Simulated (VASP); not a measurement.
Input of a VASP 6.6.1 run:

File INCAR:

```
ALGO = Normal ; EDIFF = 1E-6
ENCUT = 700 ; GGA = CA
GGA_COMPAT = False ; ISIF = 2
ISMEAR = 0 ; LASPH = True
LCHARG = False ; LREAL = False
LWAVE = False ; NBANDS = 33
NELM = 120 ; PREC = Accurate
SIGMA = 0.05
```

KPOINTS

```
k-points
0
Gamma
  6 6 6
```

File POSCAR:

```
KCdF3
1.0
    4.3820890200      0.0000000000      0.0000000000
    0.0000000000      4.3820890200      0.0000000000
    0.0000000000      0.0000000000      4.3820890200
K Cd F
1 1 3
Direct
    0.0000000000      0.0000000000      0.0000000000
    0.5000000000      0.5000000000      0.5000000000
   -0.0399352910      0.5000000000      0.5000000000
    0.4600647090      0.0000000000      0.5000000000
    0.4600647090      0.5000000000      0.0000000000
```

Potentials or basis: VASP PAW LDA potentials, release 64 (K_sv, Cd_sv_GW, F).

Launch:

```console
$ cat potpaw_LDA.64/K_sv/POTCAR potpaw_LDA.64/Cd_sv_GW/POTCAR potpaw_LDA.64/F/POTCAR > POTCAR
$ mpirun -np 1 vasp_std > vasp.out
```

Question: Predict the largest force.

Answer: 1.830 eV/Å.

Question: What does it give for the band gap on the k mesh?

Answer: 2.84 eV (least direct gap 4.48 eV).

Question: Estimate the pressure.

Answer: -2.5 GPa.

Stress tensor (GPa, compression positive):
```
 0.05  0.00  0.00
 0.00 -3.78  0.00
 0.00  0.00 -3.78
```

Caveat: the cell differs from its parent crystal (all F atoms moved +0.175 Å, as atom 3 towards its neighbour atom 2 (Cd) at 2.191 Å); forces of over 1 eV/Å act on the atoms, so gaps and moduli don't describe the material at rest. A k mesh can miss the band edges.
